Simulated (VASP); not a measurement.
# CdTe3 (Pm-3m) in VASP: notebook

CdTe3 is run at these levels: PBE; tasks: single point, relaxation of cell and atoms.

Program: VASP 6.6.1. These are calculated values, not measurements. Logs are shortened: lines on timing, memory, paths and dates and some standing lists are left out, and cuts for length are marked.

## 1. The cell of the first run

It takes space group Pm-3m (No. 221, cubic). Conventional cell: a = 4.929 Å, b = 4.929 Å, c = 4.929 Å, α = 90.00°, β = 90.00°, γ = 90.00°. Cd (site symmetry m-3m) has 12 Te at 3.49 Å within 4.6 Å. Te (site symmetry 4/mmm) has 4 Cd at 3.49 Å and 8 Te at 3.49 Å within 4.6 Å.

## 2. Single point, PBE

Contents of INCAR:

```
  ALGO = Normal
  EDIFF = 1E-6
  ENCUT = 520
  GGA = PE
  ISIF = 2
  ISMEAR = 0
  LASPH = True
  LCHARG = True
  LELF = True
  LREAL = False
  LVHAR = True
  LWAVE = False
  NBANDS = 23
  NELM = 80
  PREC = Accurate
  SIGMA = 0.1
```

Contents of KPOINTS:

```
k-points
0
Gamma
  4 4 4
```

Contents of POSCAR:

```
CdTe3
1.0
    4.9292505202      0.0000000000      0.0000000000
    0.0000000000      4.9292505202      0.0000000000
    0.0000000000      0.0000000000      4.9292505202
Cd Te
1 3
Direct
    0.0000000000      0.0000000000      0.0000000000
    0.0000000000      0.5000000000      0.5000000000
    0.5000000000      0.0000000000      0.5000000000
    0.5000000000      0.5000000000      0.0000000000
```

Potentials or basis: VASP PAW PBE potentials, release 64 (Cd, Te).

Command:

```bash
$ cat potpaw_PBE.64/Cd/POTCAR potpaw_PBE.64/Te/POTCAR > POTCAR
$ mpirun -np 1 vasp_std > vasp.out
```

OUTCAR:

```text
EDIFF = 1E-6
   ENCUT = 520
   GGA = PE
   ISIF = 2
   ISMEAR = 0
   LASPH = True
   LREAL = False
   NELM = 80
   PREC = Accurate

 ion  position               nearest neighbor table
   1  0.000  0.000  0.000-   2 3.49   3 3.49   4 3.49   2 3.49   3 3.49   2 3.49   4 3.49   2 3.49
                             3 3.49   4 3.49   3 3.49   4 3.49
   2  0.000  0.500  0.500-   1 3.49   3 3.49   4 3.49   1 3.49   4 3.49   1 3.49   3 3.49   1 3.49
                             3 3.49   4 3.49   4 3.49   3 3.49
   3  0.500  0.000  0.500-   1 3.49   2 3.49   4 3.49   1 3.49   4 3.49   2 3.49   4 3.49   4 3.49
                             1 3.49   2 3.49   1 3.49   2 3.49
   4  0.500  0.500  0.000-   1 3.49   2 3.49   3 3.49   2 3.49   3 3.49   1 3.49   3 3.49   3 3.49
                             1 3.49   2 3.49   2 3.49   1 3.49

  LATTYP: Found a simple cubic cell.
 ALAT       =     4.9292505202

  Lattice vectors:

 A1 = (   4.9292505202,   0.0000000000,   0.0000000000)
 A2 = (   0.0000000000,   4.9292505202,   0.0000000000)
 A3 = (   0.0000000000,   0.0000000000,   4.9292505202)

Analysis of symmetry for initial positions (statically):
=====================================================================
 Subroutine PRICEL returns:
 Original cell was already a primitive cell.

 Routine SETGRP: Setting up the symmetry group for a
 simple cubic supercell.

 Subroutine GETGRP returns: Found 48 space group operations
 (whereof 48 operations were pure point group operations)
 out of a pool of 48 trial point group operations.

The static configuration has the point symmetry O_h .

Analysis of symmetry for dynamics (positions and initial velocities):
=====================================================================
 Subroutine PRICEL returns:
 Original cell was already a primitive cell.

 Routine SETGRP: Setting up the symmetry group for a
 simple cubic supercell.

 Subroutine GETGRP returns: Found 48 space group operations
 (whereof 48 operations were pure point group operations)
 out of a pool of 48 trial point group operations.

The dynamic configuration has the point symmetry O_h .

 Subroutine INISYM returns: Found 48 space group operations
 (whereof 48 operations are pure point group operations),
 and found     1 'primitive' translations

[... 77 lines left out ...]
   ISPIN  =      1    spin polarized calculation?
   LNONCOLLINEAR =      F non collinear calculations
   LSORBIT =      F    spin-orbit coupling
   LASPH  =      T    aspherical Exc in radial PAW
   ENCUT  =  520.0 eV  38.22 Ry    6.18 a.u.   9.17  9.17  9.17*2*pi/ulx,y,z
   NELM   =     80;   NELMIN=  2; NELMDL= -5     # of ELM steps
   EDIFF  = 0.1E-05   stopping-criterion for ELM
   LREAL  =      F    real-space projection
   EDIFFG = 0.1E-04   stopping-criterion for IOM
   NSW    =      0    number of steps for IOM
   IBRION =     -1    ionic relax: 0-MD 1-quasi-New 2-CG
   NFREE  =      0    steps in history (QN), initial steepest desc. (CG)
   ISIF   =      2    stress and relaxation
   ISYM   =      2    0-nonsym 1-usesym 2-fastsym
   POTIM  = 0.5000    time-step for ionic-motion
   TEBEG  =    0.0;   TEEND  =   0.0 temperature during run
   PSTRESS=    0.0 pullay stress
   NELECT =      30.0000    total number of electrons
   NUPDOWN=      -1.0000    fix difference up-down
   EMIN   =  10.00;   EMAX   =-10.00  energy-range for DOS
   EFERMI =   0.00;   METHOD = LEGACY
   ISMEAR =     0;   SIGMA  =   0.10  broadening in eV -4-tet -1-fermi 0-gaus
   EFERMI_NEDOS =   21; number of points for ismear=-14 and -15
   IALGO  =     38    algorithm
   IMIX   =      4    mixing-type and parameters
     AMIX     =   0.40;   BMIX     =  1.00
     AMIX_MAG =   1.60;   BMIX_MAG =  1.00
  volume/ion in A,a.u.               =      29.94       202.06
  Fermi-wavevector in a.u.,A,eV,Ry     =   1.031971  1.950143 14.489730  1.064965
  Thomas-Fermi vector in A             =   2.166146
   LORBIT       =      0    0 simple, 1 ext, 2 COOP (PROOUT), +10 PAW based schemes
   GGA     = PE    functional components
   LHFCALC =     F    Hartree Fock is set to
   AEXX    =    0.0000 exact exchange contribution
   IVDW    =     0    specifies the selected vdW correction
   LEPSILON=     F    determine dielectric tensor
   LRPA    =     F    only Hartree local field effects (RPA)
 non-spin polarized calculation
 Gauss-broadening in eV      SIGMA  =   0.10
  energy-cutoff  :      520.00
  volume of cell :      119.77
 maximum number of plane-waves:      3238
 NGX is ok and might be reduce to    40
   NGX = 19   NGY = 19   NGZ = 19

 number of electron      30.0000001 magnetization

 Free energy of the ion-electron system (eV)
  ---------------------------------------------------
  ext. energy  EPLUGINS =         0.00000000
  ---------------------------------------------------
  free energy    TOTEN  =        -8.90880872 eV

  energy without entropy =       -8.89162864  energy(sigma->0) =       -8.90021868

 E-fermi :   5.7734     XC(G=0):  -9.7390

 val. band max:        5.6531878817   @ k =   0.5000   0.2500   0.2500
 cond. band min:       5.8239887487   @ k =   0.2500   0.2500   0.2500
 fundamental gap:      0.1708008670
 Fermi energy:         5.7734302360

 k-point     1 :       0.0000    0.0000    0.0000
  band No.  band energies     occupation
      1      -7.3197      2.00000
      2      -4.3453      2.00000
      3      -4.3453      2.00000
      4      -2.6793      2.00000
      5      -2.6793      2.00000
      6      -2.6793      2.00000
[... 249 lines left out ...]
     22      12.8470      0.00000
     23      12.8470      0.00000

------------------------ aborting loop because EDIFF is reached ----------------------------------------

  FORCE on cell =-STRESS in cart. coord.  units (eV):
  Direction    XX          YY          ZZ          XY          YZ          ZX
  --------------------------------------------------------------------------------------
  -------------------------------------------------------------------------------------
  Total       -1.6176498     -1.6176498     -1.6176498      0.0000000      0.0000000     -0.0000000
  in kB      -21.6397583    -21.6397583    -21.6397583      0.0000000      0.0000000     -0.0000000
  external PRESSURE =     -21.6397583 kB  Pullay stress =       0.0000000 kB

 VOLUME and BASIS-vectors are now :
 -----------------------------------------------------------------------------
  energy-cutoff  :      520.00
  volume of cell :      119.77
      direct lattice vectors                 reciprocal lattice vectors
     4.929250520  0.000000000  0.000000000     0.202870598  0.000000000  0.000000000
     0.000000000  4.929250520  0.000000000     0.000000000  0.202870598  0.000000000
     0.000000000  0.000000000  4.929250520     0.000000000  0.000000000  0.202870598

 POSITION                                       TOTAL-FORCE (eV/Angst)
 -----------------------------------------------------------------------------------
      0.00000      0.00000      0.00000         0.000000      0.000000      0.000000
      0.00000      2.46463      2.46463         0.000000      0.000000      0.000000
      2.46463      0.00000      2.46463         0.000000      0.000000      0.000000
      2.46463      2.46463      0.00000         0.000000      0.000000      0.000000
 -----------------------------------------------------------------------------------
    total drift:                                0.000000     -0.000000     -0.000000

  FREE ENERGIE OF THE ION-ELECTRON SYSTEM (eV)
  ---------------------------------------------------
  free  energy   TOTEN  =        -8.9088087192 eV

  energy  without entropy=       -8.8916286431  energy(sigma->0) =       -8.90021868
```

stdout:

```text
POSCAR found type information on POSCAR CdTe
 POSCAR found :  2 types and       4 ions
 scaLAPACK will be used
 LDA part: xc-table for (Slater+PW92), standard interpolation
 POSCAR, INCAR and KPOINTS ok, starting setup
 FFT: planning ... GRIDC
 FFT: planning ... GRID_SOFT
 FFT: planning ... GRID
 WAVECAR not read
 entering main loop
```

Run time: 13 s. Hardware: 1 thread of Intel Xeon 6975P-C (Granite Rapids), shared host; peak memory 0.24 GiB.

What came out:

```
Free energy            : -8.9088 eV
Pressure               : -2.2 GPa
Band gap on the k mesh : zero (band 15 reaches 7.08 eV, above the bottom of band 16 at 5.39 eV)
```

Caveat: spin-orbit coupling is left out, which moves the levels of the heavy elements.

## 3. Single point, PBE

This run uses another cell than the first one, of 28.45 Å³/atom, 0.950 times its volume.

Contents of INCAR:

```
  PREC = Accurate
  ENCUT = 520
  EDIFF = 1E-7
  ISMEAR = 0
  SIGMA = 0.1
  LREAL = False
  LASPH = True
  NELM = 60
  ALGO = Normal
  ISIF = 2
  LWAVE = False
  LCHARG = True
  GGA = PE
  LELF = True
  LVHAR = True
  NBANDS = 23
```

Contents of KPOINTS:

```
regular mesh
0
Gamma
  10 10 10
```

Contents of POSCAR:

```
CdTe3
1.0
    4.8460512905      0.0000000000      0.0000000000
    0.0000000000      4.8460512905      0.0000000000
    0.0000000000      0.0000000000      4.8460512905
Cd Te
1 3
Direct
    0.0000000000      0.0000000000      0.0000000000
    0.0000000000      0.5000000000      0.5000000000
    0.5000000000      0.0000000000      0.5000000000
    0.5000000000      0.5000000000      0.0000000000
```

Potentials or basis: VASP PAW PBE potentials, release 64 (Cd, Te).

Command:

```bash
$ cat potpaw_PBE.64/Cd/POTCAR potpaw_PBE.64/Te/POTCAR > POTCAR
$ mpirun -np 1 vasp_std > vasp.out
```

Wall time 49 s (1 thread of Intel Xeon 6975P-C (Granite Rapids), shared host); peak memory 0.29 GiB.

It converged, with:

- Free energy: -9.0035 eV
- Pressure: 0.0 GPa
- Band gap on the k mesh: zero (band 15 reaches 7.83 eV, above the bottom of band 16 at 6.09 eV)

Levels at points of the mesh, in eV from the Fermi level:
| k point | band 12 | band 13 | band 14 | band 15 | band 16 | band 17 | band 18 | band 19 |
| --- | --- | --- | --- | --- | --- | --- | --- | --- |
| (0.00, 0.00, 0.00) | -2.06 | -0.83 | -0.83 | -0.83 | 0.84 | 0.84 | 0.84 | 4.74 |
| (0.50, 0.00, 0.00) | -2.55 | -2.55 | -1.85 | -1.72 | 0.65 | 0.65 | 1.79 | 2.50 |
| (0.50, 0.50, 0.00) | -2.42 | -2.37 | -1.90 | -1.90 | 0.47 | 1.39 | 1.68 | 2.19 |
| (0.50, 0.50, 0.50) | -5.14 | -2.80 | 1.52 | 1.52 | 1.69 | 1.69 | 1.69 | 7.12 |

Caveat: spin-orbit coupling is left out, which moves the levels of the heavy elements.

## 4. Relaxation of cell and atoms, PBE

Contents of INCAR:

```
SYSTEM = CdTe3
ALGO = Normal ; EDIFF = 1E-6
EDIFFG = -0.01 ; ENCUT = 600
GGA = PE ; IBRION = 2
ISIF = 3 ; ISMEAR = 0
LASPH = .TRUE. ; LCHARG = .FALSE.
LREAL = .FALSE. ; LWAVE = .FALSE.
NELM = 80 ; NSW = 100
PREC = Accurate ; SIGMA = 0.1
```

Contents of KPOINTS:

```
k-points
0
G
  10 10 10
  0 0 0
```

Contents of POSCAR:

```
CdTe3
1.0
    4.9292505202      0.0000000000      0.0000000000
    0.0000000000      4.9292505202      0.0000000000
    0.0000000000      0.0000000000      4.9292505202
Cd Te
1 3
Direct
    0.0000000000      0.0000000000      0.0000000000
    0.0000000000      0.5000000000      0.5000000000
    0.5000000000      0.0000000000      0.5000000000
    0.5000000000      0.5000000000      0.0000000000
```

Command:

```bash
$ cat potpaw_PBE.64/Cd/POTCAR potpaw_PBE.64/Te/POTCAR > POTCAR
$ mpirun -np 1 vasp_std > vasp.out
```

It took 1.8 min on 1 thread of Intel Xeon 6975P-C (Granite Rapids), shared host; peak memory 0.35 GiB.

It converged, with:

```yaml
Free_energy: -9.0040 eV
Relaxed_volume: 28.43 Å³/atom
Relaxed_cell: a = 4.845 Å, b = 4.845 Å, c = 4.845 Å, α = 90.00°, β = 90.00°, γ = 90.00°
Space_group_after_relaxing_to_0.05_Å: Pm-3m (No. 221)
Energy_gained_by_relaxing: 10.4 meV/atom
Ionic_steps: 3
Pressure_after_relaxing: 0.0 GPa
Band_gap_on_the_k_mesh: zero (band 15 reaches 7.84 eV, above the bottom of band 16 at 6.09 eV)
```

The path:
| step | energy change (eV) | largest force (eV/Å) | pressure (GPa) | volume (Å³) |
| --- | --- | --- | --- | --- |
| 1 | 0.0000 | 0.0000 | -2.11 | 119.77 |
| 2 | -0.0412 | 0.0000 | 0.29 | 113.05 |
| 3 | -0.0418 | 0.0000 | -0.01 | 113.74 |

Final structure:
```yaml
crystal:
  lattice:
    - [4.84507, 0.00000, 0.00000]
    - [0.00000, 4.84507, 0.00000]
    - [0.00000, 0.00000, 4.84507]
  atoms:
    - { symbol: Cd, position: [0.00000, 0.00000, 0.00000] }
    - { symbol: Te, position: [0.00000, 0.50000, 0.50000] }
    - { symbol: Te, position: [0.50000, 0.00000, 0.50000] }
    - { symbol: Te, position: [0.50000, 0.50000, 0.00000] }
```

Levels at points of the mesh, in eV from the Fermi level:
```csv
k point,band 13,band 14,band 15,band 16,band 17,band 18
"(0.00, 0.00, 0.00)",-0.83,-0.83,-0.83,0.84,0.84,0.84
"(0.50, 0.00, 0.00)",-2.55,-1.85,-1.72,0.65,0.65,1.79
"(0.50, 0.50, 0.00)",-2.37,-1.90,-1.90,0.47,1.39,1.69
"(0.50, 0.50, 0.50)",-2.80,1.53,1.53,1.69,1.69,1.69
```

Caveat: spin-orbit coupling is left out, which moves the levels of the heavy elements.

## 5. Summary

```csv
task,cell,k mesh,cutoff (eV),gap on the mesh (eV),pressure (GPa)
single point,"a = 4.929 Å, 4 atoms",4 × 4 × 4,520,none,-2.2
single point,"a = 4.846 Å, 4 atoms",10 × 10 × 10,520,none,0.0
relaxation of cell and atoms,"relaxed from a = 4.929 Å, 4 atoms",10 × 10 × 10,600,none,0.0
```

Alike in all rows: level PBE; potentials or basis VASP PAW PBE potentials, release 64 (Cd, Te); no spin polarisation; smearing gaussian 0.1 eV.

Caveats: spin-orbit coupling is left out, which moves the levels of the heavy elements.

Absolute energies hang on the potentials; compare differences alone.
